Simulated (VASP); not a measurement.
# Mg3Cd2Te5 (P1) in VASP: single point with PBE

Aim: the single point of Mg3Cd2Te5 with PBE.

Everything below comes from runs of VASP 6.6.1. Logs are shortened: lines on timing, memory, paths and dates and some standing lists are left out, and cuts for length are marked.

### Step 1. The cell of the first run

The typed cell holds 10 atoms: a = 4.656 Å, b = 4.656 Å, c = 16.564 Å, α = 98.09°, β = 98.07°, γ = 89.99°.

### Step 2. Single point, PBE

Input file INCAR:

```
PREC = Accurate
ENCUT = 520
EDIFF = 1E-6
ISMEAR = 0
SIGMA = 0.1
LREAL = F
LASPH = T
NELM = 80
ALGO = Normal
ISIF = 2
LWAVE = F
LCHARG = F
GGA = PE
NBANDS = 41
```

Input file KPOINTS:

```
regular mesh
0
Gamma
  4 4 4
```

Input file POSCAR:

```
Mg3Cd2Te5
1.0
    0.0004274234     -4.6564590644      0.0005302483
    4.6561771759     -0.0004279254     -0.0007255186
   -2.3288828053      2.3278724031     16.2337946978
Mg Cd Te
3 2 5
Direct
    0.0985887343      0.0984077125      0.1969451675
    0.4998471067      0.5002316540      0.0000117707
    0.9014243954      0.9014016841      0.8030575829
    0.6989755938      0.6984005135      0.3976393765
    0.3012822162      0.3016951860      0.6023516899
    0.0490484261      0.5491156275      0.0984600192
    0.4506241487      0.9509402350      0.9015548532
    0.8526289795      0.3524588779      0.7051807565
    0.2500973797      0.7503155863      0.4999901887
    0.6474830199      0.1470329233      0.2948085948
```

Potentials or basis: VASP PAW PBE potentials, release 64 (Mg, Cd, Te).

Started as:

```console
$ cat potpaw_PBE.64/Mg/POTCAR potpaw_PBE.64/Cd/POTCAR potpaw_PBE.64/Te/POTCAR > POTCAR
$ mpirun -np 1 vasp_std > vasp.out
```

OUTCAR:

```text
PREC = Accurate
   ENCUT = 520
   EDIFF = 1E-6
   ISMEAR = 0
   LREAL = F
   LASPH = T
   NELM = 80
   ISIF = 2
   GGA = PE

 ion  position               nearest neighbor table
   1  0.099  0.098  0.197-  10 2.82  10 2.82   6 2.82   6 2.82
   2  0.500  0.500  0.000-   6 2.82   7 2.82   7 2.82   6 2.82
   3  0.901  0.901  0.803-   8 2.82   8 2.82   7 2.82   7 2.82
   4  0.699  0.698  0.398-   9 2.86   9 2.86  10 2.86  10 2.87
   5  0.301  0.302  0.602-   9 2.86   9 2.86   8 2.86   8 2.86
   6  0.049  0.549  0.098-   2 2.82   2 2.82   1 2.82   1 2.82
   7  0.451  0.951  0.902-   2 2.82   2 2.82   3 2.82   3 2.82
   8  0.853  0.352  0.705-   3 2.82   3 2.82   5 2.86   5 2.86
   9  0.250  0.750  0.500-   5 2.86   4 2.86   4 2.86   5 2.86
  10  0.647  0.147  0.295-   1 2.82   1 2.82   4 2.86   4 2.87

  LATTYP: Found a base centered monoclinic cell.
 ALAT       =    35.0393521165
 B/A-ratio  =     0.1879496243
 C/A-ratio  =     0.4727525397
 COS(beta)  =    -0.9828967654

  Lattice vectors:

 A1 = (   6.9846325578,   2.3281587359, -16.2350504647)
 A2 = (   2.3280279585,   6.9850457257, -16.2348551944)
 A3 = (  -2.3284553819,  -2.3285866613,  16.2343249461)

Analysis of symmetry for initial positions (statically):
=====================================================================
 Subroutine PRICEL returns:
 Original cell was already a primitive cell.

 Routine SETGRP: Setting up the symmetry group for a
 base centered monoclinic supercell.

 Subroutine GETGRP returns: Found  1 space group operations
 (whereof  1 operations were pure point group operations)
 out of a pool of  4 trial point group operations.

The static configuration has the point symmetry C_1 .

Analysis of symmetry for dynamics (positions and initial velocities):
=====================================================================
 Subroutine PRICEL returns:
 Original cell was already a primitive cell.

 Routine SETGRP: Setting up the symmetry group for a
 base centered monoclinic supercell.

 Subroutine GETGRP returns: Found  1 space group operations
 (whereof  1 operations were pure point group operations)
 out of a pool of  4 trial point group operations.

The dynamic configuration has the point symmetry C_1 .

 Subroutine INISYM returns: Found  1 space group operations
 (whereof  1 operations are pure point group operations),
[... 118 lines left out ...]
   ISIF   =      2    stress and relaxation
   ISYM   =      2    0-nonsym 1-usesym 2-fastsym
   POTIM  = 0.5000    time-step for ionic-motion
   TEBEG  =    0.0;   TEEND  =   0.0 temperature during run
   PSTRESS=    0.0 pullay stress
   NELECT =      60.0000    total number of electrons
   NUPDOWN=      -1.0000    fix difference up-down
   EMIN   =  10.00;   EMAX   =-10.00  energy-range for DOS
   EFERMI =   0.00;   METHOD = LEGACY
   ISMEAR =     0;   SIGMA  =   0.10  broadening in eV -4-tet -1-fermi 0-gaus
   EFERMI_NEDOS =   21; number of points for ismear=-14 and -15
   IALGO  =     38    algorithm
   IMIX   =      4    mixing-type and parameters
     AMIX     =   0.40;   BMIX     =  1.00
     AMIX_MAG =   1.60;   BMIX_MAG =  1.00
  volume/ion in A,a.u.               =      35.20       237.52
  Fermi-wavevector in a.u.,A,eV,Ry     =   0.907732  1.715365 11.210894  0.823977
  Thomas-Fermi vector in A             =   2.031574
   LORBIT       =      0    0 simple, 1 ext, 2 COOP (PROOUT), +10 PAW based schemes
   GGA     = PE    functional components
   LHFCALC =     F    Hartree Fock is set to
   AEXX    =    0.0000 exact exchange contribution
   IVDW    =     0    specifies the selected vdW correction
   LEPSILON=     F    determine dielectric tensor
   LRPA    =     F    only Hartree local field effects (RPA)
 non-spin polarized calculation
 Gauss-broadening in eV      SIGMA  =   0.10
  energy-cutoff  :      520.00
  volume of cell :      351.97
 maximum number of plane-waves:      9536
 NGX is ok and might be reduce to    36
   NGX = 17   NGY = 17   NGZ = 61

 number of electron      59.9999997 magnetization

 Free energy of the ion-electron system (eV)
  ---------------------------------------------------
  ext. energy  EPLUGINS =         0.00000000
  ---------------------------------------------------
  free energy    TOTEN  =       -28.76105065 eV

  energy without entropy =      -28.76105065  energy(sigma->0) =      -28.76105065

 E-fermi :   2.2495     XC(G=0):  -7.9844

 val. band max:        1.8238336367   @ k =   0.0000   0.0000   0.0000
 cond. band min:       3.2730662487   @ k =   0.0000   0.0000   0.0000
 fundamental gap:      1.4492326120
 Fermi energy:         2.2495063173

 k-point     1 :       0.0000    0.0000    0.0000
  band No.  band energies     occupation
      1      -8.6773      2.00000
      2      -8.4631      2.00000
      3      -8.4496      2.00000
      4      -8.1656      2.00000
      5      -7.9247      2.00000
      6      -6.0022      2.00000
[... 1045 lines left out ...]
     40       7.2829      0.00000
     41       7.3162      0.00000

 [... further k-points ...]

------------------------ aborting loop because EDIFF is reached ----------------------------------------

  FORCE on cell =-STRESS in cart. coord.  units (eV):
  Direction    XX          YY          ZZ          XY          YZ          ZX
  --------------------------------------------------------------------------------------
  -------------------------------------------------------------------------------------
  Total        0.1063719      0.0997524      0.1011815      0.0034048      0.0049111      0.0068504
  in kB        0.4842112      0.4540790      0.4605840      0.0154986      0.0223554      0.0311835
  external PRESSURE =       0.4662914 kB  Pullay stress =       0.0000000 kB

 VOLUME and BASIS-vectors are now :
 -----------------------------------------------------------------------------
  energy-cutoff  :      520.00
  volume of cell :      351.97
      direct lattice vectors                 reciprocal lattice vectors
     0.000427423 -4.656459064  0.000530248    -0.000014939 -0.214751953  0.030792576
     4.656177176 -0.000427925 -0.000725519     0.214773262  0.000023223  0.030807812
    -2.328882805  2.327872403 16.233794698     0.000009599  0.000007016  0.061600263

 POSITION                                       TOTAL-FORCE (eV/Angst)
 -----------------------------------------------------------------------------------
     -0.00042     -0.00065      3.19715        -0.000190      0.000434      0.002962
      2.32935     -2.32770      0.00009        -0.000402     -0.000087     -0.000106
      2.32724     -2.32842     13.03650         0.000684     -0.000002     -0.002267
      2.32612     -2.32940      6.45506         0.001803     -0.000241      0.001535
      0.00207     -0.00084      9.77839        -0.001851      0.000728     -0.001269
      2.32750      0.00058      1.59801         0.000560     -0.000677      0.002306
      2.32832     -0.00002     14.63521        -0.000918     -0.000455     -0.003214
     -0.00081     -2.32881     11.44796         0.000503      0.000137      0.021394
      2.32929     -0.00098      8.11633        -0.000592      0.000103      0.000131
     -0.00169     -2.32876      4.78610         0.000402      0.000059     -0.021473
 -----------------------------------------------------------------------------------
    total drift:                               -0.000710     -0.000385     -0.000297

  FREE ENERGIE OF THE ION-ELECTRON SYSTEM (eV)
  ---------------------------------------------------
  free  energy   TOTEN  =       -28.7610506494 eV

  energy  without entropy=      -28.7610506494  energy(sigma->0) =      -28.76105065
```

OSZICAR:

```text
N       E                     dE             d eps       ncg     rms          rms(c)
DAV:   1     0.318034565382E+03    0.31803E+03   -0.23079E+04  2952   0.119E+03
DAV:   2    -0.647575442374E+01   -0.32451E+03   -0.31221E+03  3515   0.239E+02
DAV:   3    -0.294328190203E+02   -0.22957E+02   -0.22837E+02  3514   0.632E+01
DAV:   4    -0.298739338598E+02   -0.44111E+00   -0.44085E+00  3759   0.866E+00
DAV:   5    -0.298815655594E+02   -0.76317E-02   -0.76315E-02  3702   0.119E+00    0.835E+00
DAV:   6    -0.288459139485E+02    0.10357E+01   -0.19367E+00  3451   0.805E+00    0.659E+00
DAV:   7    -0.287473777905E+02    0.98536E-01   -0.10380E+00  3528   0.348E+00    0.260E+00
DAV:   8    -0.287594919515E+02   -0.12114E-01   -0.66817E-02  3299   0.167E+00    0.117E+00
DAV:   9    -0.287607722677E+02   -0.12803E-02   -0.10549E-02  3390   0.573E-01    0.273E-01
DAV:  10    -0.287607615700E+02    0.10698E-04   -0.40639E-03  3397   0.363E-01    0.107E-01
DAV:  11    -0.287608430239E+02   -0.81454E-04   -0.46509E-04  3488   0.104E-01    0.532E-02
DAV:  12    -0.287609993813E+02   -0.15636E-03   -0.14769E-04  3307   0.439E-02    0.337E-02
DAV:  13    -0.287610446505E+02   -0.45269E-04   -0.69358E-05  3438   0.338E-02    0.126E-02
DAV:  14    -0.287610498562E+02   -0.52057E-05   -0.10380E-05  3576   0.137E-02    0.121E-02
DAV:  15    -0.287610506494E+02   -0.79320E-06   -0.44534E-06  3134   0.738E-03
   1 F= -.28761051E+02 E0= -.28761051E+02  d E =-.275984E-10
```

Run time: 16 min. Hardware: 1 thread of Intel Xeon Platinum 8259CL at 2.50GHz (Skylake/Cascade Lake), shared host; peak memory 0.69 GiB.

What came out:

```
Free energy            : -28.7611 eV
Pressure               : 0.0 GPa
Largest force          : 0.021 eV/Å
Band gap on the k mesh : 1.45 eV
```

Forces in eV/Å, atoms in the order of the input:
```
Mg   0.000  0.000  0.003
Mg   0.000  0.000  0.000
Mg   0.001  0.000 -0.002
Cd   0.002  0.000  0.002
Cd  -0.002  0.001 -0.001
Te   0.001 -0.001  0.002
Te  -0.001  0.000 -0.003
Te   0.001  0.000  0.021
Te  -0.001  0.000  0.000
Te   0.000  0.000 -0.021
```

Levels at points of the mesh, in eV from the valence-band top:
```
           k point  band 27  band 28  band 29  band 30  band 31  band 32  band 33  band 34
(0.00, 0.00, 0.00)    -0.69    -0.04     0.00     0.00     1.45     2.75     3.02     3.03
(0.50, 0.00, 0.00)    -0.73    -0.55    -0.47    -0.42     2.36     2.59     3.19     3.62
(0.00, 0.50, 0.00)    -0.73    -0.55    -0.47    -0.42     2.36     2.59     3.19     3.62
(0.50, 0.50, 0.00)    -1.52    -1.50    -1.40    -1.40     2.74     3.00     3.08     3.28
(0.00, 0.00, 0.50)    -0.42    -0.42    -0.06    -0.06     1.94     2.54     2.72     3.02
(0.50, 0.00, 0.50)    -0.73    -0.55    -0.47    -0.42     2.36     2.59     3.19     3.62
(0.00, 0.50, 0.50)    -0.73    -0.55    -0.47    -0.42     2.36     2.59     3.19     3.62
(0.50, 0.50, 0.50)    -1.52    -1.50    -1.40    -1.40     2.74     3.00     3.08     3.28
```

Caveat: spin-orbit coupling is left out, which moves the levels of the heavy elements. A k mesh can miss the band edges.
